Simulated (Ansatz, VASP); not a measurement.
**Two plane-wave programs on KF**

```
K F
1.0
     0.00000    2.63574    2.63574
     2.63574    0.00000    2.63574
     2.63574    2.63574    0.00000
K F
1 1
Direct
  0.00000 0.00000 0.00000
  0.50000 0.50000 0.50000
```

Alike in both runs: task single point; functional HSE06; k mesh 6 × 6 × 6; occupations fermi-dirac, width 0.05 eV; no spin polarisation.

|  | VASP | Ansatz |
| --- | --- | --- |
| version | VASP 6.6.1 | Ansatz 0.2.0 |
| potentials or method | VASP PAW PBE potentials, release 64 (K_sv, F) | Ansatz PAW |
| plane-wave cutoff (eV) | 520 | 420 |
| valence electrons in the cell | 16 | 16 |

|  | VASP | Ansatz | Ansatz less VASP |
| --- | --- | --- | --- |
| gap on the k mesh at the Fermi level (eV) | 8.40 | 8.42 | +0.020 |
| least direct gap on the mesh (eV) | 8.40 | 8.42 | +0.020 |
| pressure (GPa) | 2.2 | 2.0 | -0.14 |
